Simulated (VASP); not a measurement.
# Si2W (P6_222) in VASP: further runs, part 2 of 2

VASP 6.6.1. Earlier steps stand in the parts before.

## Step 4: Single point, PBE

This run uses another cell than the first one, of the same volume but with other edges.

Contents of INCAR:

```
SYSTEM = Si2W
  PREC = Accurate
  ENCUT = 520
  EDIFF = 1E-7
  ISMEAR = 0
  SIGMA = 0.03
  LREAL = .False.
  LASPH = .True.
  NELM = 100
  ALGO = Normal
  ISIF = 2
  LWAVE = .False.
  LCHARG = .False.
  GGA = PE
  NBANDS = 43
```

Contents of KPOINTS:

```
Automatic mesh
0
Gamma
  9 9 6
  0 0 0
```

Contents of POSCAR:

```
Si2W
1.0
    4.4975331999      0.0000000000      0.0000000000
   -2.2487666000      3.8949780055      0.0000000000
    0.0000000000      0.0000000000      6.9968123992
Si W
6 3
Direct
    0.8676230516      0.7352461033      0.5000000000
    0.1323769484      0.8676230516      0.8333333333
    0.7352461033      0.8676230516      0.1666666667
    0.1323769484      0.2647538967      0.5000000000
    0.8676230516      0.1323769484      0.8333333333
    0.2647538967      0.1323769484      0.1666666667
    0.0000000000      0.5000000000      0.1666666667
    0.5000000000      0.5000000000      0.8333333333
    0.5000000000      0.0000000000      0.5000000000
```

Potentials or basis: VASP PAW PBE potentials, release 64 (Si, W_sv).

Started as:

```sh
> cat potpaw_PBE.64/Si/POTCAR potpaw_PBE.64/W_sv/POTCAR > POTCAR
> mpirun -np 1 vasp_std > vasp.out
```

OUTCAR:

```text
SYSTEM = Si2W
   PREC = Accurate
   ENCUT = 520
   EDIFF = 1E-7
   ISMEAR = 0
   LREAL = .False.
   LASPH = .True.
   NELM = 100
   ISIF = 2
   GGA = PE

 ion  position               nearest neighbor table
   1  0.868  0.735  0.500-   4 2.06   9 2.47   9 2.47   3 2.55   2 2.55   8 2.75   7 2.75   9 2.86
                             4 2.90   4 2.90   6 2.94   5 2.94
   2  0.132  0.868  0.833-   5 2.06   8 2.47   8 2.47   1 2.55   6 2.55   9 2.75   7 2.75   8 2.86
                             5 2.90   5 2.90   4 2.94   3 2.94
   3  0.735  0.868  0.167-   6 2.06   7 2.47   7 2.47   1 2.55   5 2.55   9 2.75   8 2.75   7 2.86
                             6 2.90   6 2.90   4 2.94   2 2.94
   4  0.132  0.265  0.500-   1 2.06   9 2.47   9 2.47   6 2.55   5 2.55   8 2.75   7 2.75   9 2.86
                             1 2.90   1 2.90   3 2.94   2 2.94
   5  0.868  0.132  0.833-   2 2.06   8 2.47   8 2.47   4 2.55   3 2.55   9 2.75   7 2.75   8 2.86
                             2 2.90   2 2.90   1 2.94   6 2.94
   6  0.265  0.132  0.167-   3 2.06   7 2.47   7 2.47   4 2.55   2 2.55   9 2.75   8 2.75   7 2.86
                             3 2.90   3 2.90   1 2.94   5 2.94
   7  0.000  0.500  0.167-   3 2.47   6 2.47   6 2.47   3 2.47   1 2.75   4 2.75   2 2.75   5 2.75
                             3 2.86   6 2.86   9 3.24   9 3.24   8 3.24   8 3.24
[... 214 lines left out ...]
  band No.  band energies     occupation
      1     -62.1023      2.00000
      2     -62.0926      2.00000
      3     -62.0926      2.00000
      4     -26.5869      2.00000
      5     -26.5869      2.00000
      6     -26.5330      2.00000
[... 1093 lines left out ...]
     42      15.2830      0.00000
     43      15.9239      0.00000

 [... further k-points ...]
[... 5 lines left out ...]
  --------------------------------------------------------------------------------------
  -------------------------------------------------------------------------------------
  Total       20.6768082     20.6768082     -7.9880548     -0.0000000      0.0000000      0.0000000
  in kB      270.2803455    270.2803455   -104.4171896     -0.0000000      0.0000000      0.0000000
  external PRESSURE =     145.3811672 kB  Pullay stress =       0.0000000 kB

 VOLUME and BASIS-vectors are now :
 -----------------------------------------------------------------------------
  energy-cutoff  :      520.00
  volume of cell :      122.57
      direct lattice vectors                 reciprocal lattice vectors
     4.497533200  0.000000000  0.000000000     0.222344106  0.128370430  0.000000000
    -2.248766600  3.894978006  0.000000000     0.000000000  0.256740859  0.000000000
     0.000000000  0.000000000  6.996812399     0.000000000  0.000000000  0.142922226

 POSITION                                       TOTAL-FORCE (eV/Angst)
 -----------------------------------------------------------------------------------
      2.24877      2.86377      3.49841         0.000000     -7.532829     -0.000000
     -1.35571      3.37937      5.83068         6.523621     -3.766415     -0.000000
      1.35571      3.37937      1.16614        -6.523621     -3.766415     -0.000000
      0.00000      1.03121      3.49841        -0.000000      7.532829     -0.000000
      3.60448      0.51561      5.83068        -6.523621      3.766415     -0.000000
      0.89305      0.51561      1.16614         6.523621      3.766415     -0.000000
     -1.12438      1.94749      1.16614         0.000000      0.000000      0.000000
      1.12438      1.94749      5.83068         0.000000      0.000000      0.000000
      2.24877      0.00000      3.49841         0.000000      0.000000      0.000000
 -----------------------------------------------------------------------------------
    total drift:                                0.000000     -0.000000      0.000000

  FREE ENERGIE OF THE ION-ELECTRON SYSTEM (eV)
  ---------------------------------------------------
  free  energy   TOTEN  =       -68.7691116347 eV

  energy  without entropy=      -68.7673532545  energy(sigma->0) =      -68.76823244
```

OSZICAR:

```text
N       E                     dE             d eps       ncg     rms          rms(c)
DAV:   1     0.642296583910E+03    0.64230E+03   -0.35066E+04  4264   0.156E+03
DAV:   2    -0.325576592658E+02   -0.67485E+03   -0.65156E+03  4449   0.449E+02
DAV:   3    -0.715828739660E+02   -0.39025E+02   -0.37554E+02  5209   0.100E+02
DAV:   4    -0.725986861114E+02   -0.10158E+01   -0.10027E+01  5112   0.150E+01
DAV:   5    -0.726193838909E+02   -0.20698E-01   -0.20649E-01  5184   0.230E+00    0.430E+01
DAV:   6    -0.692140725444E+02    0.34053E+01   -0.20581E+01  4962   0.205E+01    0.142E+01
DAV:   7    -0.688837521822E+02    0.33032E+00   -0.28281E+00  4864   0.690E+00    0.903E+00
DAV:   8    -0.687720792770E+02    0.11167E+00   -0.29089E-01  4955   0.296E+00    0.786E-01
DAV:   9    -0.687697814136E+02    0.22979E-02   -0.35873E-02  5682   0.752E-01    0.519E-01
DAV:  10    -0.687691512779E+02    0.63014E-03   -0.20422E-03  4810   0.258E-01    0.175E-01
DAV:  11    -0.687691152569E+02    0.36021E-04   -0.30157E-04  5293   0.816E-02    0.537E-02
DAV:  12    -0.687691181721E+02   -0.29152E-05   -0.76982E-05  5189   0.384E-02    0.255E-02
DAV:  13    -0.687691127813E+02    0.53909E-05   -0.24956E-05  4981   0.260E-02    0.408E-03
DAV:  14    -0.687691117199E+02    0.10614E-05   -0.11682E-06  4455   0.471E-03    0.185E-03
DAV:  15    -0.687691116347E+02    0.85181E-07   -0.86657E-08  2722   0.145E-03
   1 F= -.68769112E+02 E0= -.68768232E+02  d E =-.175838E-02
```

stdout:

```text
POSCAR found type information on POSCAR SiW
 POSCAR found :  2 types and       9 ions
 scaLAPACK will be used
 LDA part: xc-table for (Slater+PW92), standard interpolation
 POSCAR, INCAR and KPOINTS ok, starting setup
 FFT: planning ... GRIDC
 FFT: planning ... GRID_SOFT
 FFT: planning ... GRID
 WAVECAR not read
 entering main loop
```

Wall time 4.7 min (1 thread of Intel Xeon 6975P-C (Granite Rapids), shared host); peak memory 0.35 GiB.

What came out:

```yaml
Free_energy: -68.7691 eV
Pressure: 14.5 GPa
Largest_force: 7.533 eV/Å
Band_gap_on_the_k_mesh: zero (bands 33 and 34 overlap by 0.44 eV)
```

Forces in eV/Å, atoms in the order of the input:
```
Si   0.000 -7.533  0.000
Si   6.524 -3.766  0.000
Si  -6.524 -3.766  0.000
Si   0.000  7.533  0.000
Si  -6.524  3.766  0.000
Si   6.524  3.766  0.000
W    0.000  0.000  0.000
W    0.000  0.000  0.000
W    0.000  0.000  0.000
```

Stress tensor (GPa, compression positive):
```
 27.03   0.00   0.00
  0.00  27.03   0.00
  0.00   0.00 -10.44
```

Levels at points of the mesh, in eV from the Fermi level:
```
           k point  band 30  band 31  band 32  band 33  band 34  band 35  band 36  band 37
(0.00, 0.00, 0.00)    -1.84    -1.84    -0.37    -0.14     1.17     1.17     2.04     2.04
(0.00, 0.00, 0.50)    -0.87    -0.87    -0.67    -0.67     1.44     1.44     2.39     2.46
```

Caveat: the cell stands under pressure; spin-orbit coupling is left out, which moves the levels of the heavy elements; forces of over 1 eV/Å act on the atoms, so gaps and moduli don't describe the material at rest.

## Step 5: Single point, PBE

This run uses another cell than the first one, of the same volume but with other edges.

Contents of INCAR:

```
ALGO = Normal
EDIFF = 1E-7
ENCUT = 520
GGA = PE
ISIF = 2
ISMEAR = 0
LASPH = True
LCHARG = False
LREAL = False
LWAVE = False
NBANDS = 43
NELM = 100
PREC = Accurate
SIGMA = 0.03
```

Contents of KPOINTS:

```
k-points
0
Gamma
  9 9 6
```

Contents of POSCAR:

```
Si2W
1.0
    4.6907127290      0.0000000000      0.0000000000
   -2.3453563645      4.0622763851      0.0000000000
    0.0000000000      0.0000000000      6.4323743652
Si W
6 3
Direct
    0.8551111253      0.7102222506      0.5000000000
    0.1448888747      0.8551111253      0.8333333333
    0.7102222506      0.8551111253      0.1666666667
    0.1448888747      0.2897777494      0.5000000000
    0.8551111253      0.1448888747      0.8333333333
    0.2897777494      0.1448888747      0.1666666667
    0.0000000000      0.5000000000      0.1666666667
    0.5000000000      0.5000000000      0.8333333333
    0.5000000000      0.0000000000      0.5000000000
```

Started as:

```sh
> cat potpaw_PBE.64/Si/POTCAR potpaw_PBE.64/W_sv/POTCAR > POTCAR
> mpirun -np 1 vasp_std > vasp.out
```

Run time: 4.4 min. Hardware: 1 thread of Intel Xeon 6975P-C (Granite Rapids), shared host; peak memory 0.35 GiB.

Results (log left out):

* Free energy: -72.5439 eV
* Pressure: 3.8 GPa
* Largest force: 2.750 eV/Å
* Band gap on the k mesh: zero (bands 33 and 34 overlap by 0.53 eV)

Forces in eV/Å, atoms in the order of the input:
```
Si   0.000 -2.750  0.000
Si   2.382 -1.375  0.000
Si  -2.382 -1.375  0.000
Si   0.000  2.750  0.000
Si  -2.382  1.375  0.000
Si   2.382  1.375  0.000
W    0.000  0.000  0.000
W    0.000  0.000  0.000
W    0.000  0.000  0.000
```

Stress tensor (GPa, compression positive):
```
1.45 0.00 0.00
0.00 1.45 0.00
0.00 0.00 8.63
```

Levels at points of the mesh, in eV from the Fermi level:
| k point | band 31 | band 32 | band 33 | band 34 | band 35 | band 36 |
| --- | --- | --- | --- | --- | --- | --- |
| (0.00, 0.00, 0.00) | -2.95 | -1.83 | -0.29 | 1.39 | 1.39 | 2.12 |
| (0.00, 0.00, 0.50) | -2.31 | -0.11 | -0.11 | 1.74 | 1.74 | 2.21 |

Caveat: the cell stands under pressure; spin-orbit coupling is left out, which moves the levels of the heavy elements; forces of over 1 eV/Å act on the atoms, so gaps and moduli don't describe the material at rest.

## Step 6: Single point, PBE

This run uses another cell than the first one, of the same volume but with other edges.

Contents of INCAR:

```
SYSTEM = Si2W
PREC = Accurate
ENCUT = 520
EDIFF = 1E-7
ISMEAR = 0
SIGMA = 0.03
LREAL = .False.
LASPH = .True.
NELM = 80
ALGO = Normal
ISIF = 2
LWAVE = .False.
LCHARG = .True.
GGA = PE
LELF = .True.
LVHAR = .True.
NBANDS = 43
```

Contents of KPOINTS:

```
regular mesh
0
Gamma
  9 9 6
  0 0 0
```

Contents of POSCAR:

```
Si2W
1.0
    4.6143995253      0.0000000000      0.0000000000
   -2.3071997627      3.9961872121      0.0000000000
    0.0000000000      0.0000000000      6.6468916183
Si W
6 3
Direct
    0.8613670885      0.7227341769      0.5000000000
    0.1386329115      0.8613670885      0.8333333333
    0.7227341769      0.8613670885      0.1666666667
    0.1386329115      0.2772658231      0.5000000000
    0.8613670885      0.1386329115      0.8333333333
    0.2772658231      0.1386329115      0.1666666667
    0.0000000000      0.5000000000      0.1666666667
    0.5000000000      0.5000000000      0.8333333333
    0.5000000000      0.0000000000      0.5000000000
```

Potentials or basis: VASP PAW PBE potentials, release 64 (Si, W_sv).

Started as:

```sh
> cat potpaw_PBE.64/Si/POTCAR potpaw_PBE.64/W_sv/POTCAR > POTCAR
> mpirun -np 1 vasp_std > vasp.out
```

Wall time 3.5 min (1 thread of Intel Xeon Platinum 8375C at 2.90GHz (Ice Lake), shared host); peak memory 0.36 GiB.

It converged, with:

- Free energy: -71.4373 eV
- Pressure: 6.7 GPa
- Largest force: 4.480 eV/Å
- Band gap on the k mesh: zero (bands 33 and 34 overlap by 0.50 eV)

Forces on the atoms (eV/Å):
```
Si   0.000 -4.480  0.000
Si   3.879 -2.240  0.000
Si  -3.879 -2.240  0.000
Si   0.000  4.480  0.000
Si  -3.879  2.240  0.000
Si   3.879  2.240  0.000
W    0.000  0.000  0.000
W    0.000  0.000  0.000
W    0.000  0.000  0.000
```

Stress tensor (GPa, compression positive):
```
10.10  0.00  0.00
 0.00 10.10  0.00
 0.00  0.00 -0.11
```

Levels at points of the mesh, in eV from the Fermi level:
| k point | band 29 | band 30 | band 31 | band 32 | band 33 | band 34 | band 35 | band 36 | band 37 | band 38 |
| --- | --- | --- | --- | --- | --- | --- | --- | --- | --- | --- |
| (0.00, 0.00, 0.00) | -3.39 | -2.48 | -2.48 | -1.19 | -0.18 | 1.24 | 1.24 | 2.27 | 2.35 | 2.40 |
| (0.00, 0.00, 0.50) | -2.79 | -1.70 | -1.70 | -0.27 | -0.27 | 1.58 | 1.58 | 2.41 | 2.41 | 2.42 |

Caveat: the cell stands under pressure; spin-orbit coupling is left out, which moves the levels of the heavy elements; forces of over 1 eV/Å act on the atoms, so gaps and moduli don't describe the material at rest.

## Step 7: Summary

| cell | gap on the mesh (eV) | pressure (GPa) | largest force (eV/Å) |
| --- | --- | --- | --- |
| a = 4.744, b = 4.744, c = 6.287 Å, angles 90.0, 90.0, 120.0°, 9 atoms, atomic positions A | - | 2.9 | 0.63 |
| a = 4.498, b = 4.498, c = 6.997 Å, angles 90.0, 90.0, 120.0°, 9 atoms, atomic positions B | none | 10.5 | 4.01 |
| a = 4.498, b = 4.498, c = 6.997 Å, angles 90.0, 90.0, 120.0°, 9 atoms, atomic positions C | none | 14.5 | 7.53 |
| a = 4.691, b = 4.691, c = 6.432 Å, angles 90.0, 90.0, 120.0°, 9 atoms, atomic positions D | none | 3.8 | 2.75 |
| a = 4.614, b = 4.614, c = 6.647 Å, angles 90.0, 90.0, 120.0°, 9 atoms, atomic positions E | none | 6.7 | 4.48 |

Alike in all rows: task single point; level PBE; potentials or basis VASP PAW PBE potentials, release 64 (Si, W_sv); no spin polarisation; k mesh 9 × 9 × 6; cutoff (eV) 520; smearing gaussian 0.03 eV.

Caveats: spin-orbit coupling is left out, which moves the levels of the heavy elements; the cell stands under pressure (at least some runs); forces of over 1 eV/Å act on the atoms, so gaps and moduli don't describe the material at rest (at least some runs).

Total energies depend on the potentials used, so only differences within one code and one set of settings carry meaning.
